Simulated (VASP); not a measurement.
# Fe (Im-3m) in VASP: further runs, part 2 of 2

VASP 6.6.1.

## (5) Single point, LDA, collinear spin, ferromagnetic start

This run uses another cell than the first one, of 10.39 Å³/atom, 1.136 times its volume.

Input file INCAR:

```
ALGO     = Normal         # electronic algorithm
EDIFF    = 1E-6           # SCF threshold, eV
ENCUT    = 520            # plane-wave cutoff, eV
GGA      = CA             # functional
ISIF     = 2              # what is computed and relaxed
ISMEAR   = -1             # smearing method
ISPIN    = 2              # spin polarisation
LASPH    = T              # aspherical terms in the spheres
LCHARG   = T              # write CHGCAR
LELF     = T              # ELF
LMAXMIX  = 4              # l up to which the mixer works
LORBIT   = 11             # projections on sites
LREAL    = F              # projectors in reciprocal space
LVHAR    = T            
LWAVE    = F              # write WAVECAR
MAGMOM   = 1.974          # initial moments
NBANDS   = 14             # bands
NELM     = 150            # most SCF steps
PREC     = Accurate       # precision mode
SIGMA    = 0.05           # smearing width, eV
```

Input file KPOINTS:

```
k-points
0
Gamma
  26 26 26
```

Input file POSCAR:

```
Fe
1.0
   -1.3745984218      1.3745984218      1.3745984218
    1.3745984218     -1.3745984218      1.3745984218
    1.3745984218      1.3745984218     -1.3745984218
Fe
1
Direct
    0.0000000000      0.0000000000      0.0000000000
```

Potentials or basis: VASP PAW LDA potentials, release 64 (Fe).

On the command line:

```
$ cat potpaw_LDA.64/Fe/POTCAR > POTCAR
$ mpirun -np 1 vasp_std > vasp.out
```

OUTCAR:

```text
EDIFF = 1E-6
   ENCUT = 520
   GGA = CA
   ISIF = 2
   ISMEAR = -1
   ISPIN = 2
   LASPH = T
   LORBIT = 11
   LREAL = F
   NELM = 150
   PREC = Accurate

 ion  position               nearest neighbor table
   1  0.000  0.000  0.000-

  LATTYP: Found a body centered cubic cell.
 ALAT       =     2.7491968436

  Lattice vectors:

 A1 = (  -1.3745984218,   1.3745984218,   1.3745984218)
 A2 = (   1.3745984218,  -1.3745984218,   1.3745984218)
[... 1023 lines left out ...]
  --------------------------------------------------------------------------------------
  -------------------------------------------------------------------------------------
  Total       -0.0410327     -0.0410327     -0.0410327      0.0000000      0.0000000      0.0000000
  in kB       -6.3278096     -6.3278096     -6.3278096      0.0000000      0.0000000      0.0000000
  external PRESSURE =      -6.3278096 kB  Pullay stress =       0.0000000 kB

 VOLUME and BASIS-vectors are now :
 -----------------------------------------------------------------------------
  energy-cutoff  :      520.00
  volume of cell :       10.39
      direct lattice vectors                 reciprocal lattice vectors
    -1.374598422  1.374598422  1.374598422     0.000000000  0.363742597  0.363742597
     1.374598422 -1.374598422  1.374598422     0.363742597  0.000000000  0.363742597
     1.374598422  1.374598422 -1.374598422     0.363742597  0.363742597  0.000000000

 POSITION                                       TOTAL-FORCE (eV/Angst)
 -----------------------------------------------------------------------------------
      0.00000      0.00000      0.00000         0.000000     -0.000000      0.000000
 -----------------------------------------------------------------------------------
    total drift:                                0.000000     -0.000000      0.000000

  FREE ENERGIE OF THE ION-ELECTRON SYSTEM (eV)
  ---------------------------------------------------
  free  energy   TOTEN  =        -9.2288183997 eV

  energy  without entropy=       -9.2209762361  energy(sigma->0) =       -9.22489732

 total charge

# of ion       s       p       d       tot
------------------------------------------
    1        0.528   0.617   6.334   7.479

 magnetization (x)

# of ion       s       p       d       tot
------------------------------------------
    1       -0.009  -0.033   1.962   1.920
```

stdout:

```text
POSCAR found type information on POSCAR Fe
 POSCAR found :  1 types and       1 ions
 scaLAPACK will be used
 LDA part: xc-table for (Slater(with rela. corr.)+CA(PZ))
 , standard interpolation
 POSCAR, INCAR and KPOINTS ok, starting setup
 FFT: planning ... GRIDC
 FFT: planning ... GRID_SOFT
 FFT: planning ... GRID
 WAVECAR not read
 entering main loop
```

Run time: 82 s. Hardware: 1 thread of AMD EPYC 9R45 (Zen 5), shared host; peak memory 0.19 GiB.

What came out:

```
Free energy                                           : -9.2288 eV
Pressure                                              : -0.6 GPa
Net moment                                            : 1.95 μB per cell
Site moments                                          : Fe +1.92 μB
Valence electrons inside the program's atomic spheres : Fe 7.48
```

## (6) Single point, LDA, collinear spin, ferromagnetic start

This run uses another cell than the first one, of 10.39 Å³/atom, 1.136 times its volume.

Input file INCAR:

```
  PREC = Accurate
  ENCUT = 520
  EDIFF = 1E-7
  ISMEAR = -1
  SIGMA = 0.05
  LREAL = F
  LASPH = T
  NELM = 150
  ALGO = Normal
  ISIF = 2
  LWAVE = F
  LCHARG = F
  ISPIN = 2
  MAGMOM = 1.988
  LORBIT = 11
  LMAXMIX = 4
  GGA = CA
  NBANDS = 14
```

Input file KPOINTS:

```
Automatic mesh
0
Gamma
  26 26 26
```

POSCAR is that of step 5.

Potentials or basis: VASP PAW LDA potentials, release 64 (Fe).

On the command line:

```
$ cat potpaw_LDA.64/Fe/POTCAR > POTCAR
$ mpirun -np 1 vasp_std > vasp.out
```

Run time: 90 s. Hardware: 1 thread of AMD EPYC 9R45 (Zen 5), shared host; peak memory 0.19 GiB.

Results (log left out):

```yaml
Free_energy: -9.2288 eV
Pressure: -0.7 GPa
Net_moment: 1.95 μB per cell
Site_moments: Fe +1.92 μB
Valence_electrons_inside_the_program's_atomic_spheres: Fe 7.48
```

Levels at points of the mesh, in eV from the Fermi level:
Spin up:
```
           k point  band 1  band 2  band 3  band 4  band 5  band 6  band 7  band 8  band 9  band 10
(0.00, 0.00, 0.00)   -9.10   -2.50   -2.50   -2.50   -0.95   -0.95   25.69   25.69   25.69    31.44
(0.50, 0.00, 0.00)   -5.48   -3.76   -0.91   -0.71    0.36    0.63    8.17   18.96   21.45    24.70
(0.50, 0.50, 0.50)   -5.38   -5.38    0.32    0.32    0.32   10.40   10.40   10.40   16.60    16.60
```
Spin down:
```csv
k point,band 1,band 2,band 3,band 4,band 5,band 6,band 7
"(0.00, 0.00, 0.00)",-8.73,-0.91,-0.91,-0.91,1.15,1.15,25.87
"(0.50, 0.00, 0.00)",-4.36,-2.33,0.74,1.07,1.44,2.47,9.39
"(0.50, 0.50, 0.50)",-3.94,-3.94,2.13,2.13,2.13,10.86,10.86
```

## (7) Overview

| cell | gap on the mesh (eV) | pressure (GPa) | moment (μB) |
| --- | --- | --- | --- |
| a = 2.282 Å, angles 109.5°, 1 atom | none | 41.9 | 1.67 |
| a = 2.316 Å, angles 109.5°, 1 atom | none | 24.8 | 1.80 |
| a = 2.349 Å, angles 109.5°, 1 atom | none | 10.9 | 1.89 |
| a = 2.381 Å, angles 109.5°, 1 atom | none | -0.7 | 1.95 |

Alike in all rows: task single point; level LDA; potentials or basis VASP PAW LDA potentials, release 64 (Fe); spin collinear, ferromagnetic start; k mesh 26 × 26 × 26; cutoff (eV) 520; smearing fermi-dirac 0.05 eV.

Total energies depend on the potentials used, so only differences within one code and one set of settings carry meaning.
